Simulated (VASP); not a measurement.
Runs of VASP 6.6.1 on AlCu3. The structure is that of space group Fm-3m (No. 225), or close to it. The cells are those of the table. 

```tsv
task	cell	k mesh	cutoff (eV)	gap on the mesh (eV)	pressure (GPa)
single point	a = 3.847 Å, angles 60.0°, 4 atoms	14 × 14 × 14	520	none	40.7
single point	a = 4.000 Å, angles 60.0°, 4 atoms	12 × 12 × 12	520	none	(a)
single point	a = 4.060 Å, angles 60.0°, 4 atoms	12 × 12 × 12	520	none	2.7
relaxation of cell and atoms	relaxed to 20 GPa from a = 3.936 Å, angles 60.0°, 4 atoms	12 × 12 × 12	600	none	20.0
single point	a = 4.096 Å, angles 60.0°, 4 atoms	12 × 12 × 12	520	none	-1.3
```

Alike in all rows: level PBEsol; potentials or basis VASP PAW PBE potentials, release 64 (Al, Cu); no spin polarisation.

Problem. Estimate the missing entries.

Solution. (a) 10.6.

Caveats: the PAW data sets were made with another functional, which shifts forces and pressure a little; the cell stands under pressure (at least some runs); the cell is relaxed towards a set pressure, so the run minimises the enthalpy, not the energy (at least some runs).

A gap of «none» marks levels without a gap at the run's occupations.
